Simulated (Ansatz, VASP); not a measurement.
Ta in VASP and in Ansatz

```
Ta
1.0
    -1.75076    1.65948    1.65948
     1.75076   -1.65948    1.65948
     1.75076    1.65948   -1.65948
Ta
1
Direct
  0.00000 0.00000 0.00000
```

Change from the starting cell: normal strain along x +0.0550, normal strain along z +0.0000.

Alike in both runs: task single point; functional PBE; k mesh 18 × 18 × 18; occupations gaussian, width 0.15 eV; no spin polarisation.

|  | VASP | Ansatz |
| --- | --- | --- |
| version | VASP 6.6.1 | Ansatz 0.2.0 |
| potentials or method | VASP PAW PBE potentials, release 64 (Ta_pv), cutoff 520 eV | scalar-relativistic, plane waves, PAW |
| valence electrons in the cell | 11 | 13 |

```csv
,VASP,Ansatz,Ansatz less VASP
gap on the k mesh at the Fermi level (eV),none,none,-
pressure (GPa),-9.1,-9.1,0.00
"traceless stress, the component that is largest in VASP (GPa)",-3.02,-3.02,+0.002
```

A gap of «none» marks a metal or a gap that the smearing closes. VASP's potentials hold 11 valence electrons a cell and Ansatz's 13, so a difference there can come from the potentials and not from the codes.

Neither program's run includes spin-orbit coupling.
